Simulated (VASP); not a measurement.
A run of VASP 6.6.1:

File INCAR:

```
SYSTEM = ZnSe
PREC = Accurate
ENCUT = 520
EDIFF = 1E-6
ISMEAR = 0
SIGMA = 0.05
LREAL = .FALSE.
LASPH = .TRUE.
NELM = 100
ALGO = Normal
ISIF = 2
LWAVE = .FALSE.
LCHARG = .FALSE.
GGA = PS
NBANDS = 16
```

The input KPOINTS:

```
regular mesh
0
G
  12 12 12
  0 0 0
```

File POSCAR:

```
ZnSe
1.0
    0.0000000000      2.5989239362      2.5989239362
    2.5989239362      0.0000000000      2.5989239362
    2.5989239362      2.5989239362      0.0000000000
Se Zn
1 1
Direct
    0.0000000000      0.0000000000      0.0000000000
    0.5000000000      0.5000000000      0.5000000000
```

Potentials or basis: VASP PAW PBE potentials, release 64 (Se, Zn).

The run is started by

```sh
$ cat potpaw_PBE.64/Se/POTCAR potpaw_PBE.64/Zn/POTCAR > POTCAR
$ mpirun -np 1 vasp_std > vasp.out
```

Hardware: 1 thread of AMD EPYC 7R13, on a shared host.

Problem. Estimate the wall time of this run.

Solution. Wall time 78 s on 1 thread of AMD EPYC 7R13, on a shared host, peak memory 0.15 GiB. Counts: scf iterations 12, k points 72.
